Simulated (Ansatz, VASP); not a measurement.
# AlN in VASP and in Ansatz

File POSCAR:

```
AlN
1.0
    3.1066937614      0.0000000000      0.0000000000
   -1.5533468807      2.6904757192      0.0000000000
    0.0000000000      0.0000000000      4.9785915475
Al N
2 2
Direct
    0.3333333333      0.6666666667     -0.0032954728
    0.6666666667      0.3333333333      0.4967045272
    0.3333333333      0.6666666667      0.3782954728
    0.6666666667      0.3333333333      0.8782954728
```

INCAR.step1

```
PREC     = Accurate       # precision mode
ENCUT    = 520            # plane-wave cutoff, eV
ISMEAR   = 0              # smearing method
SIGMA    = 0.01           # smearing width, eV
LREAL    = F              # projectors in reciprocal space
LASPH    = T              # aspherical terms in the spheres
NELM     = 100            # most SCF steps
NBANDS   = 16             # bands
GGA      = PE             # functional
ALGO     = Normal         # electronic algorithm
EDIFF    = 1E-4           # SCF threshold, eV
LWAVE    = T              # write WAVECAR
LCHARG   = F              # write CHGCAR
```

File INCAR.step2:

```
PREC     = Accurate       # precision mode
ENCUT    = 520            # plane-wave cutoff, eV
EDIFF    = 1E-6           # SCF threshold, eV
ISMEAR   = 0              # smearing method
SIGMA    = 0.01           # smearing width, eV
LREAL    = F              # projectors in reciprocal space
LASPH    = T              # aspherical terms in the spheres
NELM     = 100            # most SCF steps
ALGO     = Normal         # electronic algorithm
ISIF     = 2              # what is computed and relaxed
LWAVE    = F              # write WAVECAR
LCHARG   = F              # write CHGCAR
METAGGA  = R2SCAN         # meta-GGA
LMIXTAU  = T            
NBANDS   = 16             # bands
ISTART   = 1
```

KPOINTS

```
regular mesh
0
Gamma
  12 12 6
```

Input for Ansatz:

```yaml
crystal:
  lattice:
    - [3.1066937614, 0.0, 0.0]
    - [-1.5533468807, 2.6904757192, 0.0]
    - [0.0, 0.0, 4.9785915475]
  atoms:
    - { symbol: Al, position: [0.3333333333, 0.6666666667, -0.0032954728] }
    - { symbol: Al, position: [0.6666666667, 0.3333333333, 0.4967045272] }
    - { symbol: "N", position: [0.3333333333, 0.6666666667, 0.3782954728] }
    - { symbol: "N", position: [0.6666666667, 0.3333333333, 0.8782954728] }
kpoints:
  mp_grid: { grid: [12, 12, 6] }
  band_path:
    path:
      - [0.0, 0.0, 0.0]
      - [0.5, 0.0, 0.0]
      - [0.3333333333, 0.3333333333, 0.0]
      - [0.0, 0.0, 0.5]
      - [0.5, 0.0, 0.5]
      - [0.3333333333, 0.3333333333, 0.5]
    npoints: 1
hamiltonian:
  xc: r2scan
scf:
  occupations: { method: fixed }
  n_extra_bands: 5
output:
  forces: true
  stress: true
  eigenvalues: true
```

Alike in both runs: task single point; functional r2SCAN; k mesh 12 × 12 × 6; no spin polarisation.

|  | VASP | Ansatz |
| --- | --- | --- |
| version | VASP 6.6.1 | Ansatz 0.2.0 |
| potentials or method | VASP PAW PBE potentials, release 64 (Al, N) | plane waves, PAW |
| plane-wave cutoff (eV) | 520 | 500 |
| occupations | gaussian, width 0.01 eV | fixed |
| valence electrons in the cell | 16 | 16 |

Ansatz gave:

```
gap on the k mesh at the Fermi level (eV) : 4.88
pressure (GPa)                            : 0.0
```

What did VASP give for the same quantities?

gap on the k mesh at the Fermi level (eV): 4.92; pressure (GPa): -0.4.

VASP's potentials were made for PBE, not for r2SCAN.
